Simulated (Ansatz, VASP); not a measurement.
# SnSe2: VASP beside Ansatz

```
CELL_PARAMETERS angstrom
3.81100 0.00000 0.00000
-1.90550 3.30042 0.00000
0.00000 0.00000 6.13600
ATOMIC_POSITIONS crystal
Sn 0.00000 0.00000 0.00000
Se 0.33333 0.66667 0.24900
Se 0.65909 0.31818 0.75100
```

Alike in both runs: task single point; functional PBE; k mesh 6 × 6 × 4; no spin polarisation.

```csv
,VASP,Ansatz
version,VASP 6.6.1,Ansatz 0.2.0
potentials or method,"VASP PAW PBE potentials, release 64 (Sn_d, Se)","plane waves, PAW"
plane-wave cutoff (eV),520,420
occupations,"gaussian, width 0.01 eV",fixed
valence electrons in the cell,26,46
```

Ansatz gave:

| Quantity | Value |
| --- | --- |
| rms of the force components (eV/Å) | 0.381 |

Q: Which values does VASP return?

A: rms of the force components (eV/Å): 0.388.

Atom by atom the forces differ by 0.008 eV/Å (rms over components). VASP's potentials hold 26 valence electrons a cell and Ansatz's 46, so a difference there can come from the potentials and not from the codes.
